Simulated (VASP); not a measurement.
# Tl7Cl8 (a cell with a defect) in VASP: a series of runs, part 2 of 2

VASP 6.6.1.

### 3 Single point, PBE

Contents of INCAR:

```
SYSTEM = Tl7Cl8
ALGO = Normal
EDIFF = 1E-7
ENCUT = 520
GGA = PE
ISIF = 2
ISMEAR = 1
LASPH = .TRUE.
LCHARG = .FALSE.
LREAL = Auto
LWAVE = .FALSE.
NBANDS = 86
NELM = 100
PREC = Accurate
SIGMA = 0.15
```

Contents of KPOINTS:

```
k-points
0
G
  2 2 2
  0 0 0
```

Contents of POSCAR:

```
Tl7Cl8
1.0
    7.6785920000      0.0000000000      0.0000000000
    0.0000000000      7.6785920000      0.0000000000
    0.0000000000      0.0000000000      7.6785920000
Tl Cl
7 8
Direct
    0.0120782560      0.0002926318      0.0227251298
    0.0187660707     -0.0035087162      0.5221386942
   -0.0823765607      0.5004840731     -0.0060978627
    0.0117899219      0.4962409775      0.4932942133
    0.4966849391      0.0001797204     -0.0114321740
    0.5124074830      0.0018332788      0.4892449032
    0.4966252928      0.5019138925      0.4977435967
    0.2413568790      0.2416733432      0.2588935576
    0.2403125469      0.2413932138      0.7418772869
    0.2409319313      0.7585113260      0.2600389498
    0.2398563435      0.7565406522      0.7432982505
    0.7476964527      0.2438853373      0.2535145766
    0.7458277507      0.2430282791      0.7392462056
    0.7473556350      0.7565294523      0.2536222787
    0.7454466913      0.7574973381      0.7392027080
```

Potentials or basis: VASP PAW PBE potentials, release 64 (Tl_d, Cl).

On the command line:

```sh
$ cat potpaw_PBE.64/Tl_d/POTCAR potpaw_PBE.64/Cl/POTCAR > POTCAR
$ mpirun -np 1 vasp_std > vasp.out
```

OUTCAR:

```text
SYSTEM = Tl7Cl8
   EDIFF = 1E-7
   ENCUT = 520
   GGA = PE
   ISIF = 2
   ISMEAR = 1
   LASPH = .TRUE.
   LREAL = Auto
   NELM = 100
   PREC = Accurate

 ion  position               nearest neighbor table
   1  0.012  0.000  0.023-   8 3.13  10 3.14  12 3.28  14 3.28   9 3.34  11 3.34   5 3.73   2 3.84
                             2 3.84   3 3.91   3 3.91   5 3.97
   2  0.019  0.996  0.522-  11 3.03   9 3.05  10 3.21  15 3.25   8 3.25  13 3.28   6 3.80   1 3.84
                             4 3.84   1 3.84   4 3.85   6 3.90
   3  0.918  0.500  0.994-  15 3.08  13 3.08  14 3.09  12 3.09   4 3.90   4 3.91   1 3.91   1 3.91

[... 938 lines left out ...]
     0.000000000  7.678592000  0.000000000     0.000000000  0.130232209  0.000000000
     0.000000000  0.000000000  7.678592000     0.000000000  0.000000000  0.130232209

 POSITION                                       TOTAL-FORCE (eV/Angst)
 -----------------------------------------------------------------------------------
      0.09274      0.00225      0.17450        -0.035751      0.002072      0.003914
      0.14410      7.65165      4.00929         0.002586      0.000054     -0.015016
      7.04606      3.84301      7.63177         0.148451     -0.000324     -0.002119
      0.09053      3.81043      3.78780        -0.035207     -0.000451     -0.005468
      3.81384      0.00138      7.59081         0.024684      0.000939      0.006057
      3.93457      0.01408      3.75671        -0.008694      0.000305     -0.011408
      3.81338      3.85399      3.82197         0.025081     -0.001029     -0.006327
      1.85328      1.85571      1.98794        -0.015664      0.008047     -0.005181
      1.84526      1.85356      5.69657        -0.015177      0.014115      0.018302
      1.85002      5.82430      1.99673        -0.016883     -0.008958     -0.003360
      1.84176      5.80917      5.70748        -0.012089     -0.015254      0.018372
      5.74126      1.87270      1.94663        -0.018920     -0.003065      0.001597
      5.72691      1.86611      5.67637        -0.012052     -0.001282     -0.000948
      5.73864      5.80908      1.94746        -0.017271      0.003234      0.001792
      5.72398      5.81651      5.67604        -0.013096      0.001597     -0.000206
 -----------------------------------------------------------------------------------
    total drift:                                0.004752      0.000977     -0.001322

  FREE ENERGIE OF THE ION-ELECTRON SYSTEM (eV)
  ---------------------------------------------------
  free  energy   TOTEN  =       -43.6572867040 eV

  energy  without entropy=      -43.6604162788  energy(sigma->0) =      -43.65832990
```

It took 21 min on 1 thread of Oxide Virtual Turin-like, shared host; peak memory 0.54 GiB.

Results:

- Free energy: -43.6573 eV
- Pressure: 0.3 GPa
- Largest force: 0.148 eV/Å
- Band gap on the k mesh: zero (an odd number of electrons rules out a gap without spin polarisation)

Forces in eV/Å, atoms in the order of the input:
```
Tl  -0.036  0.002  0.004
Tl   0.003  0.000 -0.015
Tl   0.148  0.000 -0.002
Tl  -0.035  0.000 -0.005
Tl   0.025  0.001  0.006
Tl  -0.009  0.000 -0.011
Tl   0.025 -0.001 -0.006
Cl  -0.016  0.008 -0.005
Cl  -0.015  0.014  0.018
Cl  -0.017 -0.009 -0.003
Cl  -0.012 -0.015  0.018
Cl  -0.019 -0.003  0.002
Cl  -0.012 -0.001 -0.001
Cl  -0.017  0.003  0.002
Cl  -0.013  0.002  0.000
```

Stress tensor (GPa, compression positive):
```
0.29 0.00 0.05
0.00 0.26 0.00
0.05 0.00 0.30
```

Caveat: the k points lie up to 0.41 Å⁻¹ apart, too coarse for converged energies and pressures of a metal; spin-orbit coupling is left out, which moves the levels of the heavy elements; an odd number of electrons without spin polarisation forces a metal; a magnetic or distorted state may lie lower.

### 4 Single point, PBE

Contents of INCAR:

```
PREC = Accurate ; ENCUT = 520
EDIFF = 1E-7 ; ISMEAR = 1
SIGMA = 0.15 ; LREAL = Auto
LASPH = T ; NELM = 80
ALGO = Normal ; ISIF = 2
LWAVE = F ; LCHARG = F
GGA = PE ; NBANDS = 86
```

Contents of KPOINTS:

```
Automatic mesh
0
Gamma
  2 2 2
```

Contents of POSCAR:

```
Tl7Cl8
1.0
    7.6785920000      0.0000000000      0.0000000000
    0.0000000000      7.6785920000      0.0000000000
    0.0000000000      0.0000000000      7.6785920000
Tl Cl
7 8
Direct
    0.0222841636     -0.0001724274      0.0135311265
    0.0115746481     -0.0018946182      0.5104773115
   -0.1649160419      0.5000071628     -0.0028780016
    0.0221910475      0.4975925274      0.4976450110
    0.4854313134     -0.0005219707     -0.0102004378
    0.5007453189      0.0016167026      0.4916742549
    0.4854387367      0.5017453721      0.5026164953
    0.2486911663      0.2409557638      0.2586868791
    0.2478062384      0.2415494924      0.7411124331
    0.2484267949      0.7586639582      0.2590245712
    0.2469007339      0.7570706973      0.7420672957
    0.7465166791      0.2463833213      0.2520721247
    0.7428464750      0.2469500919      0.7446766282
    0.7459419644      0.7534709488      0.2519967202
    0.7420402074      0.7529172015      0.7447409629
```

On the command line:

```sh
$ cat potpaw_PBE.64/Tl_d/POTCAR potpaw_PBE.64/Cl/POTCAR > POTCAR
$ mpirun -np 1 vasp_std > vasp.out
```

Run time: 24 min. Hardware: 1 thread of Oxide Virtual Turin-like, shared host; peak memory 0.54 GiB.

Results (log left out):

```
Free energy            : -43.5342 eV
Pressure               : 0.8 GPa
Largest force          : 0.163 eV/Å
Band gap on the k mesh : zero (an odd number of electrons rules out a gap without spin polarisation)
```

Forces in eV/Å, atoms in the order of the input:
```
Tl  -0.022  0.000 -0.015
Tl   0.006 -0.001 -0.010
Tl   0.162  0.002  0.022
Tl  -0.023  0.003 -0.007
Tl   0.036 -0.001  0.016
Tl  -0.010  0.000 -0.015
Tl   0.036 -0.001 -0.007
Cl  -0.015 -0.001  0.001
Cl  -0.022  0.002  0.009
Cl  -0.015  0.000  0.002
Cl  -0.021 -0.003  0.009
Cl  -0.031 -0.015  0.013
Cl  -0.026 -0.020 -0.016
Cl  -0.030  0.014  0.013
Cl  -0.026  0.020 -0.015
```

Stress tensor (GPa, compression positive):
```
0.94 0.00 0.02
0.00 0.76 0.00
0.02 0.00 0.77
```

Levels at points of the mesh, in eV from the Fermi level:
```csv
k point,band 71,band 72,band 73,band 74,band 75,band 76
"(0.00, 0.00, 0.00)",-0.63,-0.15,0.09,0.32,2.38,2.68
"(0.50, 0.00, 0.00)",-0.66,-0.63,-0.53,0.06,3.68,3.70
"(0.00, 0.50, 0.00)",-0.76,-0.70,-0.50,-0.35,3.53,3.62
"(0.00, 0.00, 0.50)",-0.76,-0.69,-0.50,-0.35,3.53,3.62
"(0.50, 0.50, 0.00)",-0.54,-0.39,-0.24,-0.15,3.70,3.91
"(0.00, 0.50, 0.50)",-0.37,-0.37,-0.25,0.03,3.75,3.75
"(0.50, 0.00, 0.50)",-0.55,-0.39,-0.24,-0.15,3.70,3.91
"(0.50, 0.50, 0.50)",-0.41,-0.41,-0.23,0.06,3.87,4.59
```

Caveat: the k points lie up to 0.41 Å⁻¹ apart, too coarse for converged energies and pressures of a metal; spin-orbit coupling is left out, which moves the levels of the heavy elements; an odd number of electrons without spin polarisation forces a metal; a magnetic or distorted state may lie lower.

### 5 Overview

| cell | gap on the mesh (eV) | pressure (GPa) | largest force (eV/Å) |
| --- | --- | --- | --- |
| as given, atomic positions A | none | 0.1 | 0.03 |
| as given, atomic positions B | none | 0.3 | 0.15 |
| as given, atomic positions C | none | 0.8 | 0.16 |

Alike in all rows: task single point; level PBE; potentials or basis VASP PAW PBE potentials, release 64 (Tl_d, Cl); no spin polarisation; k mesh 2 × 2 × 2; cutoff (eV) 520; smearing methfessel-paxton 0.15 eV.

Caveats: all runs use coarse meshes; spin-orbit coupling is left out, which moves the levels of the heavy elements; an odd number of electrons without spin polarisation forces a metal; a magnetic or distorted state may lie lower.

Absolute energies hang on the potentials; compare differences alone.
